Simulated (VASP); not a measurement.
Input of a VASP 6.6.1 run:

File INCAR:

```
PREC     = Accurate       # precision mode
ENCUT    = 500            # plane-wave cutoff, eV
EDIFF    = 1E-8           # SCF threshold, eV
ISMEAR   = -1             # smearing method
SIGMA    = 0.025          # smearing width, eV
LREAL    = False          # projectors in reciprocal space
LASPH    = True           # aspherical terms in the spheres
NELM     = 200            # most SCF steps
ALGO     = Normal         # electronic algorithm
ISIF     = 3              # what is computed and relaxed
LWAVE    = False          # write WAVECAR
LCHARG   = False          # write CHGCAR
ISPIN    = 2              # spin polarisation
MAGMOM   = 0 0            # initial moments
LORBIT   = 11             # projections on sites
NUPDOWN  = 0.0            # fixed moment
GGA      = B5             # functional
ALDAX    = 1.0          
AGGAX    = 1.0          
AGGAC    = 1.0          
ALDAC    = 0.0          
IBRION   = 6              # ionic algorithm
NFREE    = 2            
POTIM    = 0.015          # step
NSW      = 1              # ionic steps
GGA_COMPAT= False
```

The input KPOINTS:

```
regular mesh
0
Gamma
  6 6 6
```

The input POSCAR:

```
SnSe
1.0
    0.0000000000      3.0100000000      3.0100000000
    3.0100000000      0.0000000000      3.0100000000
    3.0100000000      3.0100000000      0.0000000000
Sn Se
1 1
Direct
    0.0000000000      0.0000000000      0.0000000000
    0.5000000000      0.5000000000      0.5000000000
```

Potentials or basis: VASP PAW PBE potentials, release 64 (Sn_d, Se).

Command:

```bash
$ cat potpaw_PBE.64/Sn_d/POTCAR potpaw_PBE.64/Se/POTCAR > POTCAR
$ mpirun -np 1 vasp_std > vasp.out
```

(1) Estimate the elastic constants C11, C12, C44.

(2) Estimate the Voigt bulk modulus.

(3) What does it give for the highest phonon frequency at Γ, LO-TO splitting left out?

Results:

(1) 141, 13, 18 GPa.

(2) 56 GPa.

(3) 5 cm⁻¹.

Caveat: the cell is under stress, which shifts elastic constants; the PAW data sets were made with another functional, which shifts forces and pressure a little; the total moment is fixed, so each spin has its own Fermi level.
